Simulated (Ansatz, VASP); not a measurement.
## One calculation of SiO2, two programs

```xyz
12
Lattice="0.0000 4.6548 7.3004 2.3266 0.0000 7.3004 2.3266 4.6548 0.0000" Properties=species:S:1:pos:R:3 pbc="T T T"
Si    3.4898    6.9822    8.2160
Si    2.3266    4.6548    4.5658
Si    2.3266    4.6548   10.0350
Si    3.4898    6.9822   13.6852
O     1.7449    5.8185    5.4753
O     1.7449    3.4911    9.1255
O     2.9082    5.8185    9.1255
O     2.9082    3.4911    5.4753
O     2.3266    1.7002    7.3004
O     2.3266    7.6094    7.3004
O     1.1633    4.0276    3.6502
O     1.1633    0.6272    3.6502
```

Alike in both runs: task single point; functional LDA; k mesh 6 × 6 × 6; occupations gaussian, width 0.02 eV; no spin polarisation.

```csv
,VASP,Ansatz
version,VASP 6.6.1,Ansatz 0.2.0
potentials or method,"VASP PAW LDA potentials, release 64 (Si, O), cutoff 520 eV","scalar-relativistic, plane waves, PAW"
valence electrons in the cell,64,64
```

Ansatz gave:

- gap on the k mesh at the Fermi level (eV): 5.70
- least direct gap on the mesh (eV): 5.70
- pressure (GPa): 3.0
- traceless stress, the component that is largest in VASP (GPa): -0.02
- rms of the force components (eV/Å): 0.000

Q: Which values does VASP return?

A: gap on the k mesh at the Fermi level (eV): 5.69; least direct gap on the mesh (eV): 5.69; pressure (GPa): 3.7; traceless stress, the component that is largest in VASP (GPa): -0.17; rms of the force components (eV/Å): 0.018.

LDA's correlation is that of Perdew and Zunger in VASP and of Perdew and Wang (1992) in Ansatz. Atom by atom the forces differ by 0.018 eV/Å (rms over components).
